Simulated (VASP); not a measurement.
A run of VASP 6.6.1 is set up as follows.

INCAR

```
SYSTEM = K3Na
PREC = Accurate ; ENCUT = 500
EDIFF = 1E-6 ; ISMEAR = -1
SIGMA = 0.1 ; LREAL = .False.
LASPH = .True. ; NELM = 120
ALGO = Normal ; ISIF = 2
LWAVE = .False. ; LCHARG = .True.
LELF = .True. ; LVHAR = .True.
NBANDS = 25 ; GGA_COMPAT = .False.
```

KPOINTS

```
regular mesh
0
Gamma
  4 4 4
  0 0 0
```

File POSCAR:

```
K3Na
1.0
    0.0000000000      4.7921822653      4.7921822653
    4.7921822653      0.0000000000      4.7921822653
    4.7921822653      4.7921822653      0.0000000000
Na K
1 3
Direct
    0.0000000000      0.0000000000      0.0000000000
    0.5000000000      0.5000000000      0.5000000000
    0.2500000000      0.2500000000      0.2500000000
    0.7500000000      0.7500000000      0.7500000000
```

Potentials or basis: VASP PAW LDA potentials, release 64 (Na_pv, K_sv).

The run is started by

```sh
$ cat potpaw_LDA.64/Na_pv/POTCAR potpaw_LDA.64/K_sv/POTCAR > POTCAR
$ mpirun -np 1 vasp_std > vasp.out
```

(1) What does it give for the band gap on the k mesh?

(2) Estimate the pressure.

Results:

(1) zero (bands 17 and 18 overlap by 1.78 eV).

(2) 0.0 GPa.
